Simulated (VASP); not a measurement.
# KTaSe2 (I4/mmm) in VASP: further runs, part 3 of 3

VASP 6.6.1. Earlier steps stand in the parts before.

**4. Single point, PBE, collinear spin**

This run uses another cell than the first one, of 34.90 Å³/atom.

The input, INCAR:

```
SYSTEM = KTaSe2
PREC = Accurate
ENCUT = 520
EDIFF = 1E-6
ISMEAR = 0
SIGMA = 0.1
LREAL = .False.
LASPH = .True.
NELM = 150
ALGO = Normal
ISIF = 2
LWAVE = .False.
LCHARG = .False.
ISPIN = 2
MAGMOM = 0 1 0 0
LORBIT = 11
LMAXMIX = 4
GGA = PE
NBANDS = 28
```

The input, KPOINTS:

```
regular mesh
0
Gamma
  4 4 4
  0 0 0
```

The input, POSCAR:

```
KTaSe2
1.0
   -2.7300281290      2.7300281290      4.6831040712
    2.7300281290     -2.7300281290      4.6831040712
    2.7300281290      2.7300281290     -4.6831040712
K Ta Se
1 1 2
Direct
    0.0000000000      0.0000000000      0.0000000000
    0.5000000000      0.5000000000      0.0000000000
    0.5000000000      0.0000000000      0.5000000000
    0.0000000000      0.5000000000      0.5000000000
```

Potentials or basis: VASP PAW PBE potentials, release 64 (K_sv, Ta_pv, Se).

On the command line:

```console
$ cat potpaw_PBE.64/K_sv/POTCAR potpaw_PBE.64/Ta_pv/POTCAR potpaw_PBE.64/Se/POTCAR > POTCAR
$ mpirun -np 1 vasp_std > vasp.out
```

OUTCAR:

```text
SYSTEM = KTaSe2
   PREC = Accurate
   ENCUT = 520
   EDIFF = 1E-6
   ISMEAR = 0
   LREAL = .False.
   LASPH = .True.
   NELM = 150
   ISIF = 2
   ISPIN = 2
   LORBIT = 11
   GGA = PE

 ion  position               nearest neighbor table
   1  0.000  0.000  0.000-   3 2.73   4 2.73   4 2.73   3 2.73
   2  0.500  0.500  0.000-   3 2.73   4 2.73   3 2.73   4 2.73
   3  0.500  0.000  0.500-   1 2.73   2 2.73   2 2.73   1 2.73
   4  0.000  0.500  0.500-   1 2.73   2 2.73   1 2.73   2 2.73

  LATTYP: Found a body centered tetragonal cell.
 ALAT       =     5.4600562580
 C/A-ratio  =     1.7154050617

  Lattice vectors:

 A1 = (  -2.7300281290,   2.7300281290,   4.6831040712)
 A2 = (   2.7300281290,  -2.7300281290,   4.6831040712)
 A3 = (   2.7300281290,   2.7300281290,  -4.6831040712)

Analysis of symmetry for initial positions (statically):
=====================================================================
 Subroutine PRICEL returns:
 Original cell was already a primitive cell.

 Routine SETGRP: Setting up the symmetry group for a
 body centered tetragonal supercell.

 Subroutine GETGRP returns: Found 16 space group operations
 (whereof 16 operations were pure point group operations)
 out of a pool of 16 trial point group operations.

The static configuration has the point symmetry D_4h.

Analysis of symmetry for dynamics (positions and initial velocities):
=====================================================================
 Subroutine PRICEL returns:
 Original cell was already a primitive cell.

 Routine SETGRP: Setting up the symmetry group for a
 body centered tetragonal supercell.

 Subroutine GETGRP returns: Found 16 space group operations
 (whereof 16 operations were pure point group operations)
 out of a pool of 16 trial point group operations.

The dynamic configuration has the point symmetry D_4h.

Analysis of structural, dynamic, and magnetic symmetry:
=====================================================================
[... 152 lines left out ...]

 val. band max:        1.0606179971   @ k =   0.5000   0.5000   0.2500
 cond. band min:       1.2071988111   @ k =   0.5000   0.2500  -0.0000
 fundamental gap:      0.1465808140
 Fermi energy:         1.2040803405

 spin component 1

 k-point     1 :       0.0000    0.0000    0.0000
  band No.  band energies     occupation
      1     -35.0039      1.00000
      2     -35.0039      1.00000
      3     -34.9737      1.00000
      4     -28.3399      1.00000
      5     -12.1989      1.00000
      6     -12.1989      1.00000
[... 392 lines left out ...]
     27       8.2367      0.00000
     28       8.3357      0.00000
 Fermi energy:         1.2040803405

 spin component 2

 k-point     1 :       0.0000    0.0000    0.0000
  band No.  band energies     occupation
      1     -34.3572      1.00000
      2     -34.3572      1.00000
      3     -33.7565      1.00000
      4     -28.3444      1.00000
      5     -12.2078      1.00000
      6     -12.2078      1.00000
[... 392 lines left out ...]
     27       8.1074      0.00000
     28       8.7092      0.00000

------------------------ aborting loop because EDIFF is reached ----------------------------------------

  FORCE on cell =-STRESS in cart. coord.  units (eV):
  Direction    XX          YY          ZZ          XY          YZ          ZX
  --------------------------------------------------------------------------------------
  -------------------------------------------------------------------------------------
  Total        0.1193492      0.1193492      0.1035813      0.0000000      0.0000000      0.0000000
  in kB        1.3696266      1.3696266      1.1886776      0.0000000      0.0000000      0.0000000
  external PRESSURE =       1.3093103 kB  Pullay stress =       0.0000000 kB

 VOLUME and BASIS-vectors are now :
 -----------------------------------------------------------------------------
  energy-cutoff  :      520.00
  volume of cell :      139.61
      direct lattice vectors                 reciprocal lattice vectors
    -2.730028129  2.730028129  4.683104071     0.000000000  0.183148296  0.106766792
     2.730028129 -2.730028129  4.683104071     0.183148296  0.000000000  0.106766792
     2.730028129  2.730028129 -4.683104071     0.183148296  0.183148296  0.000000000

 POSITION                                       TOTAL-FORCE (eV/Angst)
 -----------------------------------------------------------------------------------
      0.00000      0.00000      0.00000        -0.000000      0.000000      0.000000
      0.00000      0.00000      4.68310         0.000000     -0.000000      0.000000
      0.00000      2.73003      0.00000        -0.000000      0.000000     -0.000000
      2.73003      0.00000      0.00000        -0.000000      0.000000      0.000000
 -----------------------------------------------------------------------------------
    total drift:                                0.000000     -0.000000      0.000000

  FREE ENERGIE OF THE ION-ELECTRON SYSTEM (eV)
  ---------------------------------------------------
  free  energy   TOTEN  =       -19.0303067329 eV

  energy  without entropy=      -19.0213763319  energy(sigma->0) =      -19.02584153

 total charge

# of ion       s       p       d       tot
------------------------------------------
    1        1.979   5.620   0.104   7.703
    2        0.273   6.043   2.168   8.484
    3        1.445   2.404   0.018   3.868
    4        1.445   2.404   0.018   3.868
--------------------------------------------------
tot          5.143  16.471   2.309  23.922

 magnetization (x)

# of ion       s       p       d       tot
------------------------------------------
    1       -0.001  -0.003   0.001  -0.003
    2        0.090   0.010   1.218   1.318
    3       -0.002  -0.085   0.006  -0.081
    4       -0.002  -0.085   0.006  -0.081
--------------------------------------------------
tot          0.086  -0.163   1.231   1.153
```

OSZICAR:

```text
N       E                     dE             d eps       ncg     rms          rms(c)
DAV:   1     0.214497160819E+03    0.21450E+03   -0.14190E+04  1496   0.981E+02
DAV:   2    -0.764692108360E+01   -0.22214E+03   -0.20888E+03  1764   0.257E+02
DAV:   3    -0.210570554076E+02   -0.13410E+02   -0.13202E+02  1972   0.553E+01
DAV:   4    -0.216383297031E+02   -0.58127E+00   -0.57979E+00  2352   0.905E+00
DAV:   5    -0.216410468156E+02   -0.27171E-02   -0.27164E-02  1928   0.664E-01    0.156E+01
DAV:   6    -0.189460878289E+02    0.26950E+01   -0.72387E+00  1676   0.115E+01    0.671E+00
DAV:   7    -0.189333183103E+02    0.12770E-01   -0.79093E-01  1616   0.439E+00    0.505E+00
DAV:   8    -0.190222913189E+02   -0.88973E-01   -0.24176E-01  1672   0.247E+00    0.104E+00
DAV:   9    -0.190275215081E+02   -0.52302E-02   -0.34090E-02  1684   0.842E-01    0.367E-01
DAV:  10    -0.190287939512E+02   -0.12724E-02   -0.32879E-03  1904   0.254E-01    0.170E-01
DAV:  11    -0.190296843820E+02   -0.89043E-03   -0.85886E-04  1604   0.150E-01    0.877E-02
DAV:  12    -0.190302273380E+02   -0.54296E-03   -0.73843E-04  1568   0.125E-01    0.329E-02
DAV:  13    -0.190302862572E+02   -0.58919E-04   -0.58209E-05  1808   0.368E-02    0.167E-02
DAV:  14    -0.190302998574E+02   -0.13600E-04   -0.15741E-05  1700   0.215E-02    0.936E-03
DAV:  15    -0.190303059185E+02   -0.60610E-05   -0.75069E-06  1624   0.135E-02    0.417E-03
DAV:  16    -0.190303067329E+02   -0.81444E-06   -0.94625E-07  1472   0.503E-03
   1 F= -.19030307E+02 E0= -.19025842E+02  d E =-.893040E-02  mag=     1.8751
```

Run time: 89 s. Hardware: 1 thread of AMD EPYC 9R45 (Zen 5), shared host; peak memory 0.41 GiB.

Results:

| Item | Value |
| --- | --- |
| Free energy | -19.0303 eV |
| Pressure | 0.1 GPa |
| Net moment | 1.88 μB per cell |
| Site moments | K -0.00; Ta +1.32; Se -0.08 μB |
| Valence electrons inside the program's atomic spheres | K 7.70; Ta 8.48; Se 3.87 |

Caveat: spin-orbit coupling is left out, which moves the levels of the heavy elements.

**5. Relaxation of cell and atoms, PBE, collinear spin**

The input, INCAR:

```
ALGO = Normal
EDIFF = 1E-6
EDIFFG = -0.04
ENCUT = 600
GGA = PE
IBRION = 2
ISIF = 3
ISMEAR = 0
ISPIN = 2
LASPH = True
LCHARG = False
LMAXMIX = 4
LORBIT = 11
LREAL = False
LWAVE = False
MAGMOM = 0 1 0 0
NELM = 150
NSW = 90
PREC = Accurate
SIGMA = 0.1
```

The input, KPOINTS:

```
k-points
0
Gamma
  4 4 4
```

The input, POSCAR:

```
KTaSe2
1.0
   -3.1470552500      3.1470552500      3.1579357100
    3.1470552500     -3.1470552500      3.1579357100
    3.1470552500      3.1470552500     -3.1579357100
K Ta Se
1 1 2
Direct
    0.0000000000      0.0000000000      0.0000000000
    0.5000000000      0.5000000000      0.0000000000
    0.5000000000      0.0000000000      0.5000000000
    0.0000000000      0.5000000000      0.5000000000
```

On the command line:

```console
$ cat potpaw_PBE.64/K_sv/POTCAR potpaw_PBE.64/Ta_pv/POTCAR potpaw_PBE.64/Se/POTCAR > POTCAR
$ mpirun -np 1 vasp_std > vasp.out
```

Wall time 13 min (1 thread of AMD EPYC 9R45 (Zen 5), shared host); peak memory 0.43 GiB.

The run converged. Its results:

| Property | Result |
| --- | --- |
| Free energy | -19.0222 eV |
| Relaxed volume | 35.11 Å³/atom |
| Relaxed cell | a = 6.086 Å, b = 6.086 Å, c = 6.086 Å, α = 126.64°, β = 126.64°, γ = 78.84° |
| Space group after relaxing (to 0.1 Å) | I4/mmm (No. 139) |
| Energy gained by relaxing | 565.5 meV/atom |
| Ionic steps | 16 |
| Pressure after relaxing | 0.0 GPa |
| Net moment | 1.87 μB per cell |
| Site moments | K -0.00; Ta +1.32; Se -0.08 μB |
| Valence electrons inside the program's atomic spheres | K 7.70; Ta 8.48; Se 3.87 |

Step by step:
| step | energy change (eV) | largest force (eV/Å) | pressure (GPa) | volume (Å³) |
| --- | --- | --- | --- | --- |
| 1 | 0.0000 | 0.0000 | -5.20 | 125.10 |
| 2 | -1.1047 | 0.0000 | -1.12 | 107.17 |
| 3 | -1.3239 | 0.0000 | 2.88 | 99.80 |
| 4 | -1.3378 | 0.0000 | 5.55 | 96.65 |
| 5 | -1.5957 | 0.0000 | 10.40 | 98.93 |
| 6 | -1.6319 | 0.0000 | 8.86 | 98.53 |
| 7 | -2.1127 | 0.0000 | 1.63 | 114.42 |
| 8 | -2.1660 | 0.0000 | -0.33 | 121.39 |
| 9 | -2.1693 | 0.0000 | -0.90 | 123.88 |
| 10 | -2.2222 | 0.0000 | -0.16 | 126.27 |
| 11 | -2.2341 | 0.0000 | 1.60 | 130.65 |
| 12 | -2.2431 | 0.0000 | 0.92 | 129.11 |
| 13 | -2.2576 | 0.0000 | 0.24 | 134.58 |
| 14 | -2.2600 | 0.0000 | -0.31 | 139.81 |
| 15 | -2.2603 | 0.0000 | -0.21 | 138.74 |
| 16 | -2.2619 | 0.0000 | 0.00 | 140.43 |

Final structure:
```
CELL_PARAMETERS angstrom
-2.73270 2.73270 4.70129
2.73270 -2.73270 4.70129
2.73270 2.73270 -4.70129
ATOMIC_POSITIONS crystal
K 0.00000 0.00000 0.00000
Ta 0.50000 0.50000 0.00000
Se 0.50000 0.00000 0.50000
Se 0.00000 0.50000 0.50000
```

Levels at points of the mesh, in eV from the Fermi level:
Spin up:
```tsv
k point	band 13	band 14	band 15	band 16	band 17	band 18	band 19	band 20	band 21
(0.00, 0.00, 0.00)	-1.82	-1.47	-1.11	-0.99	-0.99	-0.85	-0.85	0.39	0.75
(0.50, 0.00, 0.00)	-2.67	-2.37	-2.28	-1.03	-0.72	0.58	0.95	0.99	2.74
(0.50, 0.50, 0.00)	-3.15	-2.55	-1.81	-0.99	0.88	0.95	1.26	1.89	3.82
(0.50, 0.50, 0.50)	-1.26	-1.07	-0.99	-0.97	-0.97	-0.67	-0.67	0.39	0.76
```
Spin down:
| k point | band 11 | band 12 | band 13 | band 14 | band 15 | band 16 | band 17 | band 18 | band 19 | band 20 |
| --- | --- | --- | --- | --- | --- | --- | --- | --- | --- | --- |
| (0.00, 0.00, 0.00) | -3.21 | -2.10 | -1.94 | -1.07 | -1.07 | -0.58 | 0.28 | 0.43 | 0.43 | 0.94 |
| (0.50, 0.00, 0.00) | -3.23 | -2.74 | -2.57 | -2.32 | -2.22 | 0.64 | 0.97 | 1.22 | 1.39 | 2.07 |
| (0.50, 0.50, 0.00) | -4.12 | -3.97 | -2.96 | -2.31 | -1.91 | 1.11 | 1.82 | 2.05 | 2.06 | 2.84 |
| (0.50, 0.50, 0.50) | -3.29 | -3.01 | -1.39 | -1.05 | -1.05 | -0.53 | 0.70 | 0.70 | 0.94 | 1.12 |

Caveat: spin-orbit coupling is left out, which moves the levels of the heavy elements.

**6. Overview**

```csv
task,spin,cell,cutoff (eV),gap on the mesh (eV),pressure (GPa),moment (μB)
single point,off,"a = 5.457 Å, angles 109.6, 109.6, 109.3°, 4 atoms",520,none,-6.2,-
single point,collinear,"a = 5.457 Å, angles 109.6, 109.6, 109.3°, 4 atoms",520,none,-5.2,3.21
single point,collinear,"a = 6.069 Å, angles 126.5, 126.5, 79.0°, 4 atoms",520,none,0.1,1.88
relaxation of cell and atoms,collinear,"relaxed from a = 5.457 Å, angles 109.6, 109.6, 109.3°, 4 atoms",600,none,0.0,1.87
```

Alike in all rows: level PBE; potentials or basis VASP PAW PBE potentials, release 64 (K_sv, Ta_pv, Se); k mesh 4 × 4 × 4; smearing gaussian 0.1 eV.

Caveats: spin-orbit coupling is left out, which moves the levels of the heavy elements; the stress differs along the axes, from -11 to 4 GPa (at least some runs); the stress differs along the axes, from -9 to 2 GPa (at least some runs).

Absolute energies hang on the potentials; compare differences alone.

The gap in the log of VASP goes by the Fermi energy; the results here count the filled bands.